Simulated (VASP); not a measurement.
Set up this calculation in VASP 6.6.1, as the native input.

| Item | Value |
| --- | --- |
| Task | relaxation of cell and atoms |
| Functional | PBEsol |
| Potentials or basis | VASP PAW PBE potentials, release 64 (Ti_sv, O) |
| Cutoff | 600 eV |
| k mesh | 6 × 6 × 10 |
| Occupations | gaussian, width 0.02 eV |
| Spin | no spin polarisation |
| Dipole correction | no |
| Further INCAR settings | ALGO = Normal; EDIFF = 1e-06; IBRION = 2; EDIFFG = -0.005; NSW = 100; ISIF = 3 |

The structure of TiO2 lies in POSCAR:

```
TiO2
1.0
    4.5998373200      0.0000000000      0.0000000000
    0.0000000000      4.5998373200      0.0000000000
    0.0000000000      0.0000000000      2.9592135600
Ti O
2 4
Direct
    0.5000000000      0.5000000000      0.0000000000
    0.0000000000      0.0000000000      0.5000000000
    0.6956786800      0.6956786800      0.5000000000
    0.8043213200      0.1956786800      0.0000000000
    0.1956786800      0.8043213200      0.0000000000
    0.3043213200      0.3043213200      0.5000000000
```

The input as run:

INCAR

```
SYSTEM = TiO2
PREC = Accurate
ENCUT = 600
EDIFF = 1E-6
ISMEAR = 0
SIGMA = 0.02
LREAL = .FALSE.
LASPH = .TRUE.
NELM = 60
ALGO = Normal
ISIF = 3
LWAVE = .FALSE.
LCHARG = .FALSE.
GGA = PS
IBRION = 2
NSW = 100
EDIFFG = -0.005
```

KPOINTS

```
Automatic mesh
0
G
  6 6 10
  0 0 0
```

Potentials or basis: VASP PAW PBE potentials, release 64 (Ti_sv, O).

Command:

```sh
$ cat potpaw_PBE.64/Ti_sv/POTCAR potpaw_PBE.64/O/POTCAR > POTCAR
$ mpirun -np 1 vasp_std > vasp.out
```

Results of the run:

- Relaxed volume: 10.34 Å³/atom
- Relaxed cell: a = 4.593 Å, b = 4.593 Å, c = 2.941 Å, α = 90.00°, β = 90.00°, γ = 90.00°
- Space group after relaxing (to 0.1 Å): P4_2/mnm (No. 136)
- Energy gained by relaxing: 0.9 meV/atom
- Ionic steps: 5
- Pressure after relaxing: 0.0 GPa
- Largest force after relaxing: 0.004 eV/Å
- Band gap on the k mesh: 1.83 eV

Caveat: the PAW data sets were made with another functional, which shifts forces and pressure a little.

Wall time 2.6 min on 1 thread of Intel(R) Xeon(R) 6975P-C (Granite Rapids), with other jobs on the host, peak memory 0.26 GiB.
